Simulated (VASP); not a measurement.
# Cd12O in VASP: single point with PBE+D3(BJ)

Aim: the single point of Cd12O with PBE+D3(BJ).

All numbers are computed with VASP 6.6.1; they aren't measurements. Logs are shortened: lines on timing, memory, paths and dates and some standing lists are left out, and cuts for length are marked.

### 1 The cell of the first run

The cell holds a slab with vacuum, 13 atoms: a = 5.960 Å, b = 5.960 Å, c = 16.620 Å, α = 90.00°, β = 90.00°, γ = 60.00°.

### 2 Single point, PBE+D3(BJ)

INCAR reads:

```
SYSTEM = Cd12O
ALGO = Normal
EDIFF = 1E-7
ENCUT = 520
GGA = PE
ISIF = 2
ISMEAR = -1
IVDW = 12
LASPH = .True.
LCHARG = .False.
LREAL = .False.
LWAVE = .False.
NBANDS = 87
NELM = 100
PREC = Accurate
SIGMA = 0.15
```

KPOINTS reads:

```
k-points
0
Gamma
  2 2 1
  0 0 0
```

POSCAR reads:

```
Cd12O
1.0
    5.9600000000      0.0000000000      0.0000000000
    2.9800000000      5.1615110000      0.0000000000
    0.0000000000      0.0000000000     16.6202800000
Cd O
12 1
Direct
    0.0000000000      0.0000000000      0.0601675000
    0.5000000000      0.0000000000      0.0601675000
    0.0000000000      0.5000000000      0.0601675000
    0.5000000000      0.5000000000      0.0601675000
   -0.1632962443      0.3316182032      0.2197999763
    0.3310851693      0.3315896317      0.2196080879
   -0.1668583588      0.8334130540      0.2226964652
    0.3310890143      0.8372571676      0.2196283353
    0.0073906246      0.0087454206      0.3855847698
    0.4825933935      0.0086256088      0.3847314052
    0.0073793145      0.4837332827      0.3854928184
    0.4988912997      0.5004631364      0.3639682016
    0.8315673965      0.8340702858      0.4563273405
```

Potentials or basis: VASP PAW PBE potentials, release 64 (Cd, O).

Command:

```console
cat potpaw_PBE.64/Cd/POTCAR potpaw_PBE.64/O/POTCAR > POTCAR
mpirun -np 1 vasp_std > vasp.out
```

OUTCAR:

```text
SYSTEM = Cd12O
   EDIFF = 1E-7
   ENCUT = 520
   GGA = PE
   ISIF = 2
   ISMEAR = -1
   IVDW = 12
   LASPH = .True.
   LREAL = .False.
   NELM = 100
   PREC = Accurate
 IVDW          = 12

 ion  position               nearest neighbor table
   1  0.000  0.000  0.060-   3 2.98   3 2.98   4 2.98   4 2.98   2 2.98   2 2.98   8 3.15   5 3.16
                             7 3.20
   2  0.500  0.000  0.060-   4 2.98   3 2.98   4 2.98   3 2.98   1 2.98   1 2.98   6 3.15   8 3.16
                             7 3.20
   3  0.000  0.500  0.060-   1 2.98   1 2.98   2 2.98   2 2.98   4 2.98   4 2.98   6 3.15   5 3.16
                             7 3.20
   4  0.500  0.500  0.060-   2 2.98   1 2.98   2 2.98   1 2.98   3 2.98   3 2.98   6 3.17   8 3.17
                             5 3.17
   5  0.837  0.332  0.220-   6 2.95   8 2.95  12 2.96   7 2.98   7 2.98   8 3.01   6 3.01   1 3.16
                             3 3.16   4 3.17  11 3.22   9 3.22
   6  0.331  0.332  0.220-   8 2.95   5 2.95  12 2.96   7 2.98   7 2.98   5 3.01   8 3.01   3 3.15
                             2 3.15   4 3.17  10 3.21  11 3.22
   7  0.833  0.833  0.223-   8 2.98   6 2.98   5 2.98   5 2.98   6 2.98   8 2.98   2 3.20   3 3.20
                             1 3.20  10 3.24  11 3.25   9 3.25
   8  0.331  0.837  0.220-   6 2.95   5 2.95  12 2.96   7 2.98   7 2.98   5 3.01   6 3.01   1 3.15
                             2 3.16   4 3.17  10 3.21   9 3.23
   9  0.007  0.009  0.386-  13 2.16  11 2.83  10 2.83  12 3.00  12 3.00  10 3.13  11 3.13   5 3.22
                             8 3.23   7 3.25
  10  0.483  0.009  0.385-  13 2.16   9 2.83  11 2.83  12 3.00  12 3.00  11 3.13   9 3.13   8 3.21
                             6 3.21   7 3.24
  11  0.007  0.484  0.385-  13 2.16   9 2.83  10 2.83  12 3.00  12 3.00  10 3.13   9 3.13   5 3.22
                             6 3.22   7 3.25
  12  0.499  0.500  0.364-   6 2.96   8 2.96   5 2.96  10 3.00  10 3.00  11 3.00   9 3.00  11 3.00
                             9 3.00
  13  0.832  0.834  0.456-   9 2.16  11 2.16  10 2.16

  LATTYP: Found a hexagonal cell.
 ALAT       =     5.9599996479
 C/A-ratio  =     2.7886377486

  Lattice vectors:

 A1 = (  -2.9800000000,  -5.1615110000,   0.0000000000)
 A2 = (   5.9600000000,   0.0000000000,   0.0000000000)
 A3 = (   0.0000000000,   0.0000000000,  16.6202800000)

Analysis of symmetry for initial positions (statically):
=====================================================================
 Subroutine PRICEL returns:
 Original cell was already a primitive cell.

 Routine SETGRP: Setting up the symmetry group for a
 hexagonal supercell.

 Subroutine GETGRP returns: Found  1 space group operations
 (whereof  1 operations were pure point group operations)
 out of a pool of 24 trial point group operations.

The static configuration has the point symmetry C_1 .

Analysis of symmetry for dynamics (positions and initial velocities):
=====================================================================
 Subroutine PRICEL returns:
 Original cell was already a primitive cell.

 Routine SETGRP: Setting up the symmetry group for a
 hexagonal supercell.

 Subroutine GETGRP returns: Found  1 space group operations
 (whereof  1 operations were pure point group operations)
 out of a pool of 24 trial point group operations.

The dynamic configuration has the point symmetry C_1 .

 Subroutine INISYM returns: Found  1 space group operations
 (whereof  1 operations are pure point group operations),
 and found     1 'primitive' translations

----------------------------------------------------------------------------------------

                                     Primitive cell

  volume of cell :     511.2831

  direct lattice vectors                    reciprocal lattice vectors
     5.960000000  0.000000000  0.000000000     0.167785235 -0.096870858  0.000000000
     2.980000000  5.161511000  0.000000000     0.000000000  0.193741716  0.000000000
     0.000000000  0.000000000 16.620280000     0.000000000  0.000000000  0.060167458

  length of vectors
     5.960000000  5.959999648 16.620280000     0.193741705  0.193741716  0.060167458

  position of ions in fractional coordinates (direct lattice)
     0.000000000  0.000000000  0.060167500
     0.500000000  0.000000000  0.060167500
     0.000000000  0.500000000  0.060167500
     0.500000000  0.500000000  0.060167500
     0.836703756  0.331618203  0.219799976
     0.331085169  0.331589632  0.219608088
     0.833141641  0.833413054  0.222696465
     0.331089014  0.837257168  0.219628335
     0.007390625  0.008745421  0.385584770
     0.482593393  0.008625609  0.384731405
     0.007379314  0.483733283  0.385492818
     0.498891300  0.500463136  0.363968202
     0.831567396  0.834070286  0.456327341

  ion indices of the primitive-cell ions
   primitive index   ion index
                 1           1
                 2           2
                 3           3
                 4           4
                 5           5
                 6           6
                 7           7
                 8           8
                 9           9
                10          10
                11          11
                12          12
                13          13

----------------------------------------------------------------------------------------

 KPOINTS: k-points

Automatic generation of k-mesh.
 Grid dimensions read from file:
 generate k-points for:    2    2    1

 Generating k-lattice:

  Cartesian coordinates                     Fractional coordinates (reciprocal lattice)
     0.083892617 -0.048435429  0.000000000     0.500000000  0.000000000  0.000000000
     0.000000000  0.096870858  0.000000000     0.000000000  0.500000000  0.000000000
     0.000000000  0.000000000  0.060167458     0.000000000  0.000000000  1.000000000

  Length of vectors
     0.096870852  0.096870858  0.060167458

  Shift w.r.t. Gamma in fractional coordinates (k-lattice)
     0.000000000  0.000000000  0.000000000

 Subroutine IBZKPT returns following result:
 ===========================================

 Found      4 irreducible k-points:

 Following reciprocal coordinates:
            Coordinates               Weight
  0.000000  0.000000  0.000000      1.000000
  0.500000  0.000000  0.000000      1.000000
  0.500000  0.500000  0.000000      1.000000
  0.000000  0.500000  0.000000      1.000000
   k-points           NKPTS =      4   k-points in BZ     NKDIM =      4   number of bands    NBANDS=     87
   number of dos      NEDOS =    301   number of ions     NIONS =     13
   total plane-waves  NPLWV = 290304
   dimension x,y,z NGX =    48 NGY =   48 NGZ =  126
   dimension x,y,z NGXF=    96 NGYF=   96 NGZF=  252
   ions per type =              12   1
   NGX,Y,Z   is equivalent  to a cutoff of  13.39, 13.39, 12.60 a.u.
   NGXF,Y,Z  is equivalent  to a cutoff of  26.78, 26.78, 25.21 a.u.
 SYSTEM =  Cd12O
   PREC   = accura    normal or accurate (medium, high low for compatibility)
   ISTART =      0    job   : 0-new  1-cont  2-samecut
   ICHARG =      2    charge: 1-file 2-atom 10-const
   ISPIN  =      1    spin polarized calculation?
   LNONCOLLINEAR =      F non collinear calculations
   LSORBIT =      F    spin-orbit coupling
   LASPH  =      T    aspherical Exc in radial PAW
   ENCUT  =  520.0 eV  38.22 Ry    6.18 a.u.  11.08 11.08 30.90*2*pi/ulx,y,z
   NELM   =    100;   NELMIN=  2; NELMDL= -5     # of ELM steps
   EDIFF  = 0.1E-06   stopping-criterion for ELM
   LREAL  =      F    real-space projection
   EDIFFG = 0.1E-05   stopping-criterion for IOM
   NSW    =      0    number of steps for IOM
   IBRION =     -1    ionic relax: 0-MD 1-quasi-New 2-CG
   NFREE  =      0    steps in history (QN), initial steepest desc. (CG)
   ISIF   =      2    stress and relaxation
   ISYM   =      2    0-nonsym 1-usesym 2-fastsym
   POTIM  = 0.5000    time-step for ionic-motion
   TEBEG  =    0.0;   TEEND  =   0.0 temperature during run
   PSTRESS=    0.0 pullay stress
   NELECT =     150.0000    total number of electrons
   NUPDOWN=      -1.0000    fix difference up-down
   EMIN   =  10.00;   EMAX   =-10.00  energy-range for DOS
   EFERMI =   0.00;   METHOD = LEGACY
   ISMEAR =    -1;   SIGMA  =   0.15  broadening in eV -4-tet -1-fermi 0-gaus
   EFERMI_NEDOS =   21; number of points for ismear=-14 and -15
   IALGO  =     38    algorithm
   IMIX   =      4    mixing-type and parameters
     AMIX     =   0.40;   BMIX     =  1.00
     AMIX_MAG =   1.60;   BMIX_MAG =  1.00
  volume/ion in A,a.u.               =      39.33       265.41
  Fermi-wavevector in a.u.,A,eV,Ry     =   1.087806  2.055655 16.100071  1.183322
  Thomas-Fermi vector in A             =   2.223974
   LORBIT       =      0    0 simple, 1 ext, 2 COOP (PROOUT), +10 PAW based schemes
   GGA     = PE    functional components
   LHFCALC =     F    Hartree Fock is set to
   AEXX    =    0.0000 exact exchange contribution
   IVDW    =    12    specifies the selected vdW correction
   LEPSILON=     F    determine dielectric tensor
   LRPA    =     F    only Hartree local field effects (RPA)
 non-spin polarized calculation
  energy-cutoff  :      520.00
  volume of cell :      511.28
 maximum number of plane-waves:     13768
 NGX is ok and might be reduce to    48
   NGX = 23   NGY = 23   NGZ = 61

 number of electron     149.9999995 magnetization

 Free energy of the ion-electron system (eV)
  ---------------------------------------------------
  ext. energy  EPLUGINS =         0.00000000
  ---------------------------------------------------
  free energy    TOTEN  =       -14.56468266 eV

  energy without entropy =      -14.23796496  energy(sigma->0) =      -14.40132381

 E-fermi :  -0.3759     XC(G=0):  -6.4597

 val. band max:       -1.4246230361   @ k =   0.5000   0.5000   0.0000
 cond. band min:      -0.3197759078   @ k =   0.5000   0.5000   0.0000
 fundamental gap:      1.1048471283
 Fermi energy:        -0.3759204172

 k-point     1 :       0.0000    0.0000    0.0000
  band No.  band energies     occupation
      1     -18.3056      2.00000
      2     -10.6565      2.00000
      3     -10.6158      2.00000
      4     -10.6151      2.00000
      5     -10.4613      2.00000
      6     -10.3803      2.00000
[... 79 lines left out ...]
     86       2.0883      0.00000
     87       2.6367      0.00000

 k-point     2 :       0.5000    0.0000    0.0000
  band No.  band energies     occupation
      1     -18.2948      2.00000
      2     -10.3853      2.00000
      3     -10.3242      2.00000
      4     -10.2212      2.00000
      5     -10.1712      2.00000
      6     -10.1573      2.00000
[... 79 lines left out ...]
     86       3.5114      0.00000
     87       3.7833      0.00000

 k-point     3 :       0.5000    0.5000    0.0000
  band No.  band energies     occupation
      1     -18.2948      2.00000
      2     -10.3832      2.00000
      3     -10.3254      2.00000
      4     -10.2188      2.00000
      5     -10.1699      2.00000
      6     -10.1570      2.00000
[... 79 lines left out ...]
     86       3.5004      0.00000
     87       3.7906      0.00000

 k-point     4 :       0.0000    0.5000    0.0000
  band No.  band energies     occupation
      1     -18.2948      2.00000
      2     -10.3834      2.00000
      3     -10.3253      2.00000
      4     -10.2190      2.00000
      5     -10.1700      2.00000
      6     -10.1570      2.00000
[... 79 lines left out ...]
     86       3.5016      0.00000
     87       3.7898      0.00000

------------------------ aborting loop because EDIFF is reached ----------------------------------------

 Edisp (eV)   -4.19062

 E8    (eV) :    -1.9122

  FORCE on cell =-STRESS in cart. coord.  units (eV):
  Direction    XX          YY          ZZ          XY          YZ          ZX
  --------------------------------------------------------------------------------------
  -------------------------------------------------------------------------------------
  Total       5.61847     5.62668     0.13494     0.00914    -0.00732     0.01585
  in kB      17.60628    17.63199     0.42284     0.02863    -0.02295     0.04967
  external pressure =       11.89 kB  Pullay stress =        0.00 kB

 VOLUME and BASIS-vectors are now :
 -----------------------------------------------------------------------------
  energy-cutoff  :      520.00
  volume of cell :      511.28
      direct lattice vectors                 reciprocal lattice vectors
     5.960000000  0.000000000  0.000000000     0.167785235 -0.096870858  0.000000000
     2.980000000  5.161511000  0.000000000     0.000000000  0.193741716  0.000000000
     0.000000000  0.000000000 16.620280000     0.000000000  0.000000000  0.060167458

 POSITION                                       TOTAL-FORCE (eV/Angst)
 -----------------------------------------------------------------------------------
      0.00000      0.00000      1.00000         0.014548      0.011288     -0.005113
      2.98000      0.00000      1.00000        -0.015231      0.008446     -0.003562
      1.49000      2.58076      1.00000        -0.002804     -0.018155     -0.004956
      4.47000      2.58076      1.00000         0.001440     -0.000651      0.023202
      5.97498      1.71165      3.65314        -0.004593      0.002607     -0.024611
      2.96140      1.71150      3.64995         0.004345      0.002741     -0.023169
      7.44910      4.30167      3.70128        -0.000871      0.000401      0.001737
      4.46832      4.32151      3.65028        -0.000237     -0.005119     -0.023347
      0.07011      0.04514      6.40853         0.084114      0.048257     -0.046257
      2.90196      0.04452      6.39434        -0.082953      0.047868     -0.045139
      1.48551      2.49679      6.40700         0.000241     -0.096751     -0.046139
      4.46477      2.58315      6.04925         0.001033     -0.000447      0.018204
      7.44167      4.30506      7.58429         0.000969     -0.000484      0.179150
 -----------------------------------------------------------------------------------
    total drift:                                0.000103     -0.000045     -0.003470

  FREE ENERGIE OF THE ION-ELECTRON SYSTEM (eV)
  ---------------------------------------------------
  free  energy   TOTEN  =       -18.7553067938 eV

  energy  without entropy=      -18.4285890994  energy(sigma->0) =      -18.59194795
```

Wall time 5.1 min (1 thread of Intel Xeon Platinum 8375C at 2.90GHz (Ice Lake), shared host); peak memory 0.65 GiB.

What came out:

- Free energy: -18.7553 eV
- Largest force: 0.179 eV/Å
- Band gap on the k mesh: zero (bands 75 and 76 overlap by 1.31 eV)
- Dispersion energy per atom: -0.322 eV

Forces in eV/Å, atoms in the order of the input:
```
Cd   0.015  0.011 -0.005
Cd  -0.015  0.008 -0.004
Cd  -0.003 -0.018 -0.005
Cd   0.001 -0.001  0.023
Cd  -0.005  0.003 -0.025
Cd   0.004  0.003 -0.023
Cd  -0.001  0.000  0.002
Cd   0.000 -0.005 -0.023
Cd   0.084  0.048 -0.046
Cd  -0.083  0.048 -0.045
Cd   0.000 -0.097 -0.046
Cd   0.001  0.000  0.018
O    0.001  0.000  0.179
```

Levels at points of the mesh, in eV from the Fermi level:
| k point | band 72 | band 73 | band 74 | band 75 | band 76 | band 77 |
| --- | --- | --- | --- | --- | --- | --- |
| (0.00, 0.00, 0.00) | -1.84 | -1.61 | -1.55 | -1.25 | -1.25 | 0.08 |
| (0.50, 0.00, 0.00) | -2.12 | -1.59 | -1.05 | 0.06 | 0.43 | 0.48 |
| (0.50, 0.50, 0.00) | -2.12 | -1.58 | -1.05 | 0.06 | 0.43 | 0.48 |
| (0.00, 0.50, 0.00) | -2.12 | -1.58 | -1.05 | 0.06 | 0.43 | 0.48 |

Caveat: the k points lie up to 0.61 Å⁻¹ apart, too coarse for converged energies and pressures of a metal; there is no dipole correction, which matters where the two faces differ.

The gap in the log of VASP goes by the Fermi energy; the results here count the filled bands.